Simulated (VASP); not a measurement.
# Pt in VASP: notebook

Runs on Pt. Level: PBE. Tasks: relaxation of cell and atoms, single point.

Everything below comes from runs of VASP 6.6.1. Logs are shortened: lines on timing, memory, paths and dates and some standing lists are left out, and cuts for length are marked.

## Step 1: The cell of the first run

The structure is cubic, space group Pm-3m (No. 221). The conventional cell has a = 2.549 Å, b = 2.549 Å, c = 2.549 Å, α = 90.00°, β = 90.00°, γ = 90.00°. Pt (site symmetry m-3m) has 6 Pt at 2.55 Å within 3.4 Å.

## Step 2: Relaxation of cell and atoms, PBE

INCAR

```
  PREC = Accurate
  ENCUT = 500
  EDIFF = 1E-7
  ISMEAR = 0
  SIGMA = 0.1
  LREAL = F
  LASPH = T
  NELM = 120
  ALGO = Normal
  ISIF = 3
  LWAVE = F
  LCHARG = F
  GGA = PE
  IBRION = 2
  NSW = 90
  EDIFFG = -0.04
  GGA_COMPAT = F
  NELMIN = 4
```

KPOINTS

```
regular mesh
0
Gamma
  6 6 6
```

POSCAR

```
Pt
1.0
    2.5488412403      0.0000000000      0.0000000000
    0.0000000000      2.5488412403      0.0000000000
    0.0000000000      0.0000000000      2.5488412403
Pt
1
Direct
    0.0000000000      0.0000000000      0.0000000000
```

Potentials or basis: VASP PAW PBE potentials, release 64 (Pt).

Started as:

```sh
$ cat potpaw_PBE.64/Pt/POTCAR > POTCAR
$ mpirun -np 1 vasp_std > vasp.out
```

OUTCAR:

```text
PREC = Accurate
   ENCUT = 500
   EDIFF = 1E-7
   ISMEAR = 0
   LREAL = F
   LASPH = T
   NELM = 120
   ISIF = 3
   GGA = PE
   IBRION = 2
   NSW = 90
   EDIFFG = -0.04
   NELMIN = 4

 ion  position               nearest neighbor table
   1  0.000  0.000  0.000-

  LATTYP: Found a simple cubic cell.
 ALAT       =     2.5488412403

  Lattice vectors:

 A1 = (   2.5488412403,   0.0000000000,   0.0000000000)
 A2 = (   0.0000000000,   2.5488412403,   0.0000000000)
 A3 = (   0.0000000000,   0.0000000000,   2.5488412403)

Analysis of symmetry for initial positions (statically):
=====================================================================
 Subroutine PRICEL returns:
 Original cell was already a primitive cell.

 Routine SETGRP: Setting up the symmetry group for a
 simple cubic supercell.

 Subroutine GETGRP returns: Found 48 space group operations
 (whereof 48 operations were pure point group operations)
 out of a pool of 48 trial point group operations.

The static configuration has the point symmetry O_h .

Analysis of symmetry for dynamics (positions and initial velocities):
=====================================================================
 Subroutine PRICEL returns:
 Original cell was already a primitive cell.

 Routine SETGRP: Setting up the symmetry group for a
 simple cubic supercell.

 Subroutine GETGRP returns: Found 48 space group operations
 (whereof 48 operations were pure point group operations)
 out of a pool of 48 trial point group operations.

The dynamic configuration has the point symmetry O_h .

 Subroutine INISYM returns: Found 48 space group operations
 (whereof 48 operations are pure point group operations),
 and found     1 'primitive' translations

----------------------------------------------------------------------------------------

                                     Primitive cell

  volume of cell :      16.5588

  direct lattice vectors                    reciprocal lattice vectors
     2.548841240  0.000000000  0.000000000     0.392335146  0.000000000  0.000000000
     0.000000000  2.548841240  0.000000000     0.000000000  0.392335146  0.000000000
     0.000000000  0.000000000  2.548841240     0.000000000  0.000000000  0.392335146

  length of vectors
     2.548841240  2.548841240  2.548841240     0.392335146  0.392335146  0.392335146

  position of ions in fractional coordinates (direct lattice)
     0.000000000  0.000000000  0.000000000

  ion indices of the primitive-cell ions
   primitive index   ion index
                 1           1

----------------------------------------------------------------------------------------

 KPOINTS: regular mesh

Automatic generation of k-mesh.
 Grid dimensions read from file:
 generate k-points for:    6    6    6

 Generating k-lattice:

  Cartesian coordinates                     Fractional coordinates (reciprocal lattice)
     0.065389191  0.000000000  0.000000000     0.166666667  0.000000000  0.000000000
     0.000000000  0.065389191  0.000000000     0.000000000  0.166666667  0.000000000
     0.000000000  0.000000000  0.065389191     0.000000000  0.000000000  0.166666667

  Length of vectors
     0.065389191  0.065389191  0.065389191

  Shift w.r.t. Gamma in fractional coordinates (k-lattice)
     0.000000000  0.000000000  0.000000000

 Subroutine IBZKPT returns following result:
 ===========================================

 Found     20 irreducible k-points:

 Following reciprocal coordinates:
            Coordinates               Weight
  0.000000  0.000000  0.000000      1.000000
  0.166667  0.000000  0.000000      6.000000
  0.333333  0.000000  0.000000      6.000000
  0.500000  0.000000  0.000000      3.000000
  0.166667  0.166667  0.000000     12.000000
  0.333333  0.166667  0.000000     24.000000
[... 12 lines left out ...]
  0.500000  0.500000  0.333333      6.000000
  0.500000  0.500000  0.500000      1.000000
   k-points           NKPTS =     20   k-points in BZ     NKDIM =     20   number of bands    NBANDS=      9
   number of dos      NEDOS =    301   number of ions     NIONS =      1
   total plane-waves  NPLWV =   8000
   dimension x,y,z NGX =    20 NGY =   20 NGZ =   20
   dimension x,y,z NGXF=    40 NGYF=   40 NGZF=   40
   ions per type =               1
   NGX,Y,Z   is equivalent  to a cutoff of  13.04, 13.04, 13.04 a.u.
   NGXF,Y,Z  is equivalent  to a cutoff of  26.09, 26.09, 26.09 a.u.
 SYSTEM =  unknown system
   PREC   = accura    normal or accurate (medium, high low for compatibility)
   ISTART =      0    job   : 0-new  1-cont  2-samecut
   ICHARG =      2    charge: 1-file 2-atom 10-const
   ISPIN  =      1    spin polarized calculation?
   LNONCOLLINEAR =      F non collinear calculations
   LSORBIT =      F    spin-orbit coupling
   LASPH  =      T    aspherical Exc in radial PAW
   ENCUT  =  500.0 eV  36.75 Ry    6.06 a.u.   4.65  4.65  4.65*2*pi/ulx,y,z
   NELM   =    120;   NELMIN=  4; NELMDL= -5     # of ELM steps
   EDIFF  = 0.1E-06   stopping-criterion for ELM
   LREAL  =      F    real-space projection
   EDIFFG = -.4E-01   stopping-criterion for IOM
   NSW    =     90    number of steps for IOM
   IBRION =      2    ionic relax: 0-MD 1-quasi-New 2-CG
   NFREE  =      1    steps in history (QN), initial steepest desc. (CG)
   ISIF   =      3    stress and relaxation
   ISYM   =      2    0-nonsym 1-usesym 2-fastsym
   POTIM  = 0.5000    time-step for ionic-motion
   TEBEG  =    0.0;   TEEND  =   0.0 temperature during run
   PSTRESS=    0.0 pullay stress
   NELECT =      10.0000    total number of electrons
   NUPDOWN=      -1.0000    fix difference up-down
   EMIN   =  10.00;   EMAX   =-10.00  energy-range for DOS
   EFERMI =   0.00;   METHOD = LEGACY
   ISMEAR =     0;   SIGMA  =   0.10  broadening in eV -4-tet -1-fermi 0-gaus
   EFERMI_NEDOS =   21; number of points for ismear=-14 and -15
   IALGO  =     38    algorithm
   IMIX   =      4    mixing-type and parameters
     AMIX     =   0.40;   BMIX     =  1.00
     AMIX_MAG =   1.60;   BMIX_MAG =  1.00
  volume/ion in A,a.u.               =      16.56       111.74
  Fermi-wavevector in a.u.,A,eV,Ry     =   1.383775  2.614955 26.052876  1.914832
  Thomas-Fermi vector in A             =   2.508341
   LORBIT       =      0    0 simple, 1 ext, 2 COOP (PROOUT), +10 PAW based schemes
   GGA     = PE    functional components
   LHFCALC =     F    Hartree Fock is set to
   AEXX    =    0.0000 exact exchange contribution
   IVDW    =     0    specifies the selected vdW correction
   LEPSILON=     F    determine dielectric tensor
   LRPA    =     F    only Hartree local field effects (RPA)
 conjugate gradient relaxation of ions
 non-spin polarized calculation
 Gauss-broadening in eV      SIGMA  =   0.10
  energy-cutoff  :      500.00
  volume of cell :       16.56
 maximum number of plane-waves:       437
 NGX is ok and might be reduce to    20

--------------------------------------- Ionic step        1  -------------------------------------------

 number of electron      10.0000000 magnetization

 number of electron       9.9999998 magnetization

 Free energy of the ion-electron system (eV)
  ---------------------------------------------------
  ext. energy  EPLUGINS =         0.00000000
  ---------------------------------------------------
  free energy    TOTEN  =        -5.43308232 eV

  energy without entropy =       -5.42429838  energy(sigma->0) =       -5.42869035

------------------------ aborting loop because EDIFF is reached ----------------------------------------

  FORCE on cell =-STRESS in cart. coord.  units (eV):
  Direction    XX          YY          ZZ          XY          YZ          ZX
  --------------------------------------------------------------------------------------
  -------------------------------------------------------------------------------------
  Total        2.1280118      2.1280118      2.1280118      0.0000000      0.0000000     -0.0000000
  in kB      205.8999532    205.8999532    205.8999532      0.0000000      0.0000000     -0.0000000
  external PRESSURE =     205.8999532 kB  Pullay stress =       0.0000000 kB

 VOLUME and BASIS-vectors are now :
 -----------------------------------------------------------------------------
  energy-cutoff  :      500.00
  volume of cell :       16.56
      direct lattice vectors                 reciprocal lattice vectors
     2.548841240  0.000000000  0.000000000     0.392335146  0.000000000  0.000000000
     0.000000000  2.548841240  0.000000000     0.000000000  0.392335146  0.000000000
     0.000000000  0.000000000  2.548841240     0.000000000  0.000000000  0.392335146
[... 71 lines left out ...]
 POSITION                                       TOTAL-FORCE (eV/Angst)
 -----------------------------------------------------------------------------------
      0.00000      0.00000      0.00000        -0.000000      0.000000      0.000000
 -----------------------------------------------------------------------------------
    total drift:                                0.000000      0.000000      0.000000

  FREE ENERGIE OF THE ION-ELECTRON SYSTEM (eV)
  ---------------------------------------------------
  free  energy   TOTEN  =        -5.5207657390 eV

  energy  without entropy=       -5.5069107402  energy(sigma->0) =       -5.51383824

--------------------------------------- Ionic step        4  -------------------------------------------

 number of electron      10.0000002 magnetization

 Free energy of the ion-electron system (eV)
  ---------------------------------------------------
  ext. energy  EPLUGINS =         0.00000000
  ---------------------------------------------------
  free energy    TOTEN  =        -5.52154120 eV

  energy without entropy =       -5.50801127  energy(sigma->0) =       -5.51477624

 E-fermi :   7.8880     XC(G=0): -12.2778

 val. band max:        7.8718434550   @ k =   0.3333   0.3333   0.0000
 cond. band min:       7.8897185749   @ k =   0.5000   0.5000   0.3333
 fundamental gap:      0.0178751199
 Fermi energy:         7.8880464435

 k-point     1 :       0.0000    0.0000    0.0000
  band No.  band energies     occupation
      1      -0.1998      2.00000
      2       2.5386      2.00000
      3       2.5386      2.00000
      4       8.3727      0.00000
      5       8.3727      0.00000
      6       8.3727      0.00000
      7      23.3149      0.00000
      8      23.3149      0.00000
      9      23.3149      0.00000

 k-point     2 :       0.1667    0.0000    0.0000
  band No.  band energies     occupation
      1       0.5100      2.00000
      2       2.6735      2.00000
      3       3.2583      2.00000
      4       7.7610      1.92763
      5       7.7610      1.92763
      6       8.4231      0.00000
      7      19.6416      0.00000
      8      24.5979      0.00000
      9      24.5979      0.00000
[... 236 lines left out ...]
 POSITION                                       TOTAL-FORCE (eV/Angst)
 -----------------------------------------------------------------------------------
      0.00000      0.00000      0.00000        -0.000000      0.000000      0.000000
 -----------------------------------------------------------------------------------
    total drift:                                0.000000      0.000000      0.000000

  FREE ENERGIE OF THE ION-ELECTRON SYSTEM (eV)
  ---------------------------------------------------
  free  energy   TOTEN  =        -5.5215412025 eV

  energy  without entropy=       -5.5080112745  energy(sigma->0) =       -5.51477624

 reached required accuracy - stopping structural energy minimisation
```

It took 6.4 s on 1 thread of Intel Xeon 6975P-C (Granite Rapids), shared host; peak memory 0.13 GiB.

Results:

```
Free energy                            : -5.5215 eV
Relaxed volume                         : 18.10 Å³/atom
Relaxed cell                           : a = 2.626 Å, b = 2.626 Å, c = 2.626 Å, α = 90.00°, β = 90.00°, γ = 90.00°
Space group after relaxing (to 0.05 Å) : Pm-3m (No. 221)
Energy gained by relaxing              : 88.5 meV/atom
Ionic steps                            : 4
Pressure after relaxing                : -0.2 GPa
Band gap on the k mesh                 : zero (band 5 reaches 10.14 eV, above the bottom of band 6 at 7.19 eV)
```

Step by step:
| step | energy change (eV) | largest force (eV/Å) | pressure (GPa) | volume (Å³) |
| --- | --- | --- | --- | --- |
| 1 | 0.0000 | 0.0000 | 20.59 | 16.56 |
| 2 | 0.2430 | 0.0000 | -20.90 | 22.20 |
| 3 | -0.0877 | 0.0000 | -1.58 | 18.24 |
| 4 | -0.0885 | 0.0000 | -0.25 | 18.10 |

Final structure:
```
Pt
1.0
     2.62570    0.00000    0.00000
     0.00000    2.62570    0.00000
     0.00000    0.00000    2.62570
Pt
1
Direct
  0.00000 0.00000 0.00000
```

Levels at points of the mesh, in eV from the Fermi level:
| k point | band 1 | band 2 | band 3 | band 4 | band 5 | band 6 | band 7 | band 8 | band 9 |
| --- | --- | --- | --- | --- | --- | --- | --- | --- | --- |
| (0.00, 0.00, 0.00) | -8.09 | -5.35 | -5.35 | 0.48 | 0.48 | 0.48 | 15.43 | 15.43 | 15.43 |
| (0.50, 0.00, 0.00) | -5.50 | -4.78 | -1.62 | -1.62 | -0.20 | 0.69 | 4.64 | 16.77 | 19.76 |
| (0.50, 0.50, 0.00) | -5.51 | -4.33 | -1.24 | -1.24 | 2.12 | 4.75 | 4.75 | 9.67 | 13.60 |
| (0.50, 0.50, 0.50) | -4.54 | -4.54 | -4.54 | 2.26 | 2.26 | 10.24 | 10.24 | 10.24 | 10.28 |

Caveat: the k points lie up to 0.40 Å⁻¹ apart in the final cell; spin-orbit coupling is left out, which moves the levels of the heavy elements.

## Step 3: Single point, PBE

This run uses another cell than the first one: it holds 2 atoms, not 1.

INCAR

```
PREC     = Accurate       # precision mode
ENCUT    = 500            # plane-wave cutoff, eV
EDIFF    = 1E-6           # SCF threshold, eV
ISMEAR   = 0              # smearing method
SIGMA    = 0.1            # smearing width, eV
LREAL    = F              # projectors in reciprocal space
LASPH    = T              # aspherical terms in the spheres
NELM     = 120            # most SCF steps
ALGO     = Normal         # electronic algorithm
ISIF     = 2              # what is computed and relaxed
LWAVE    = F              # write WAVECAR
LCHARG   = T              # write CHGCAR
GGA      = PE             # functional
LELF     = T              # ELF
LVHAR    = T            
NBANDS   = 17             # bands
GGA_COMPAT= F
```

KPOINTS is that of step 2.

POSCAR

```
Pt
1.0
    1.8529528038      1.0698028001      3.0290335573
   -1.8529528038      1.0698028001      3.0290335573
    0.0000000000     -2.1396056002      3.0290335573
Pt
2
Direct
    0.2499997917      0.2499997917      0.2499997917
    0.7500002083      0.7500002083      0.7500002083
```

Potentials or basis: VASP PAW PBE potentials, release 64 (Pt).

Started as:

```sh
$ cat potpaw_PBE.64/Pt/POTCAR > POTCAR
$ mpirun -np 1 vasp_std > vasp.out
```

Wall time 9.6 s (1 thread of Intel Xeon 6975P-C (Granite Rapids), shared host); peak memory 0.15 GiB.

Results (log left out):

```yaml
Free_energy: -11.3138 eV
Pressure: -0.4 GPa
Band_gap_on_the_k_mesh: zero (band 10 reaches 10.25 eV, above the bottom of band 11 at 7.36 eV)
```

Levels at points of the mesh, in eV from the Fermi level:
```csv
k point,band 6,band 7,band 8,band 9,band 10,band 11,band 12,band 13,band 14,band 15
"(0.00, 0.00, 0.00)",-4.76,0.32,0.32,0.32,2.07,2.07,10.03,10.06,10.06,10.07
"(0.50, 0.00, 0.00)",-3.11,-1.94,-1.94,-1.94,-1.94,-0.65,-0.65,12.82,12.82,13.35
"(0.50, 0.50, 0.00)",-1.82,-1.43,-1.42,-0.42,0.52,1.93,4.47,4.53,4.55,9.53
"(0.50, 0.50, 0.50)",-3.11,-1.94,-1.94,-1.94,-1.94,-0.66,-0.66,12.83,12.83,13.37
```

Caveat: spin-orbit coupling is left out, which moves the levels of the heavy elements.

## Step 4: Single point, PBE

This run uses another cell than the first one, of 18.07 Å³/atom, 1.091 times its volume.

INCAR

```
PREC = Accurate
ENCUT = 500
EDIFF = 1E-6
ISMEAR = 0
SIGMA = 0.1
LREAL = False
LASPH = True
NELM = 120
ALGO = Normal
ISIF = 2
LWAVE = False
LCHARG = False
GGA = PE
NBANDS = 11
GGA_COMPAT = False
```

KPOINTS

```
regular mesh
0
Gamma
  20 20 20
```

POSCAR

```
Pt
1.0
    2.6241996784      0.0000000000      0.0000000000
    0.0000000000      2.6241996784      0.0000000000
    0.0000000000      0.0000000000      2.6241996784
Pt
1
Direct
    0.0000000000      0.0000000000      0.0000000000
```

Started as:

```sh
$ cat potpaw_PBE.64/Pt/POTCAR > POTCAR
$ mpirun -np 1 vasp_std > vasp.out
```

Run time: 13 s. Hardware: 1 thread of Intel Xeon 6975P-C (Granite Rapids), shared host; peak memory 0.16 GiB.

It converged, with:

| Item | Value |
| --- | --- |
| Free energy | -5.6472 eV |
| Pressure | -0.5 GPa |
| Band gap on the k mesh | zero (band 5 reaches 10.22 eV, above the bottom of band 6 at 7.08 eV) |

Levels at points of the mesh, in eV from the Fermi level:
| k point | band 1 | band 2 | band 3 | band 4 | band 5 | band 6 | band 7 | band 8 | band 9 | band 10 |
| --- | --- | --- | --- | --- | --- | --- | --- | --- | --- | --- |
| (0.00, 0.00, 0.00) | -8.35 | -5.60 | -5.60 | 0.30 | 0.30 | 0.30 | 15.19 | 15.19 | 15.19 | 20.88 |
| (0.50, 0.00, 0.00) | -5.76 | -5.03 | -1.83 | -1.83 | -0.45 | 0.51 | 4.42 | 16.52 | 19.51 | 20.98 |
| (0.50, 0.50, 0.00) | -5.75 | -4.58 | -1.43 | -1.43 | 1.90 | 4.50 | 4.50 | 9.46 | 13.39 | 21.38 |
| (0.50, 0.50, 0.50) | -4.76 | -4.76 | -4.76 | 2.05 | 2.05 | 9.99 | 9.99 | 9.99 | 10.02 | 16.48 |

Caveat: spin-orbit coupling is left out, which moves the levels of the heavy elements.

## Step 5: Single point, PBE

This run uses another cell than the first one, of 18.07 Å³/atom, 1.091 times its volume.

INCAR

```
  PREC = Accurate
  ENCUT = 500
  EDIFF = 1E-6
  ISMEAR = 0
  SIGMA = 0.1
  LREAL = False
  LASPH = True
  NELM = 120
  ALGO = Normal
  ISIF = 2
  LWAVE = False
  LCHARG = False
  GGA = PE
  NBANDS = 11
  GGA_COMPAT = False
```

KPOINTS

```
Automatic mesh
0
Gamma
  20 20 20
```

POSCAR

```
Pt
1.0
    2.6242169624      0.0000000000      0.0000000000
    0.0000000000      2.6242169624      0.0000000000
    0.0000000000      0.0000000000      2.6242169624
Pt
1
Direct
    0.5000000000      0.5000000000      0.5000000000
```

Started as:

```sh
$ cat potpaw_PBE.64/Pt/POTCAR > POTCAR
$ mpirun -np 1 vasp_std > vasp.out
```

Wall time 13 s (1 thread of Intel Xeon 6975P-C (Granite Rapids), shared host); peak memory 0.16 GiB.

It converged, with:

```yaml
Free_energy: -5.6472 eV
Pressure: -0.5 GPa
Band_gap_on_the_k_mesh: zero (band 5 reaches 10.22 eV, above the bottom of band 6 at 7.08 eV)
```

Levels at points of the mesh, in eV from the Fermi level:
```tsv
k point	band 3	band 4	band 5	band 6	band 7	band 8
(0.00, 0.00, 0.00)	-5.60	0.30	0.30	0.30	15.19	15.19
(0.50, 0.00, 0.00)	-1.83	-1.83	-0.45	0.51	4.42	16.52
(0.50, 0.50, 0.00)	-1.43	-1.43	1.90	4.50	4.50	9.46
(0.50, 0.50, 0.50)	-4.76	2.05	2.05	9.99	9.99	9.99
```

Caveat: spin-orbit coupling is left out, which moves the levels of the heavy elements.

## Step 6: Overview

| task | cell | k mesh | gap on the mesh (eV) | pressure (GPa) |
| --- | --- | --- | --- | --- |
| relaxation of cell and atoms | relaxed from a = 2.549 Å, 1 atom | 6 × 6 × 6 | none | -0.2 |
| single point | a = 3.708 Å, angles 60.0°, 2 atoms | 6 × 6 × 6 | none | -0.4 |
| single point | a = 2.624 Å, 1 atom | 20 × 20 × 20 | none | -0.5 |

Alike in all rows: level PBE; potentials or basis VASP PAW PBE potentials, release 64 (Pt); no spin polarisation; cutoff (eV) 500; smearing gaussian 0.1 eV.

Caveats: some runs use coarse meshes; spin-orbit coupling is left out, which moves the levels of the heavy elements.

Total energies depend on the potentials used, so only differences within one code and one set of settings carry meaning.
